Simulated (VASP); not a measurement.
Wanted: the native input for a VASP 6.6.1 run.

* Task: single point
* Functional: r2SCAN
* Dispersion: D3(BJ)
* Potentials or basis: VASP PAW PBE potentials, release 64 (Os_sv_GW)
* Cutoff: 620 eV
* k mesh: 11 × 11 × 6
* Occupations: fermi-dirac, width 0.05 eV
* Spin: no spin polarisation
* Dipole correction: no
* Further INCAR settings: ALGO = Normal; EDIFF = 1e-06; NBANDS = 23

Os:

```
CELL_PARAMETERS angstrom
2.71575 0.00000 0.00000
-1.35787 2.35191 0.00000
0.00000 0.00000 4.29071
ATOMIC_POSITIONS crystal
Os 0.66667 0.33333 0.75000
Os 0.33333 0.66667 0.25000
```

The input as run:

POSCAR

```
Os
1.0
    2.7157497827      0.0000000000      0.0000000000
   -1.3578748913      2.3519083021      0.0000000000
    0.0000000000      0.0000000000      4.2907078513
Os
2
Direct
    0.6666666667      0.3333333333      0.7500000000
    0.3333333333      0.6666666667      0.2500000000
```

INCAR.step1

```
PREC = Accurate ; ENCUT = 620
ISMEAR = -1 ; SIGMA = 0.05
LREAL = F ; LASPH = T
NELM = 120 ; NBANDS = 23
GGA = PE ; ALGO = Normal
EDIFF = 1E-5 ; LWAVE = T
LCHARG = F ; GGA_COMPAT = F
```

INCAR.step2

```
PREC = Accurate ; ENCUT = 620
EDIFF = 1E-6 ; ISMEAR = -1
SIGMA = 0.05 ; LREAL = F
LASPH = T ; NELM = 120
ALGO = Normal ; ISIF = 2
LWAVE = F ; LCHARG = F
METAGGA = R2SCAN ; LMIXTAU = T
IVDW = 12 ; VDW_S6 = 1.0
VDW_S8 = 0.78981345 ; VDW_A1 = 0.49484001
VDW_A2 = 5.73083694 ; NBANDS = 23
ISTART = 1 ; GGA_COMPAT = F
```

KPOINTS

```
Automatic mesh
0
Gamma
  11 11 6
```

Potentials or basis: VASP PAW PBE potentials, release 64 (Os_sv_GW).

Launch:

```sh
$ cat potpaw_PBE.64/Os_sv_GW/POTCAR > POTCAR
$ cp INCAR.step1 INCAR
$ mpirun -np 1 vasp_std > vasp.out
$ cp INCAR.step2 INCAR
$ mpirun -np 1 vasp_std > vasp.out
```

Results of the run:

```
Pressure                   : 5.8 GPa
Band gap on the k mesh     : zero (bands 16 and 17 overlap by 4.20 eV)
Dispersion energy per atom : -0.313 eV
```

Caveat: the cell stands under pressure; the PAW data sets were made with another functional, which shifts forces and pressure a little; spin-orbit coupling is left out, which moves the levels of the heavy elements.

Wall time 2.6 min on 1 thread of Intel(R) Xeon(R) Platinum 8259CL CPU @ 2.50GHz (Skylake/Cascade Lake) (shared host), peak memory 0.2 GiB.
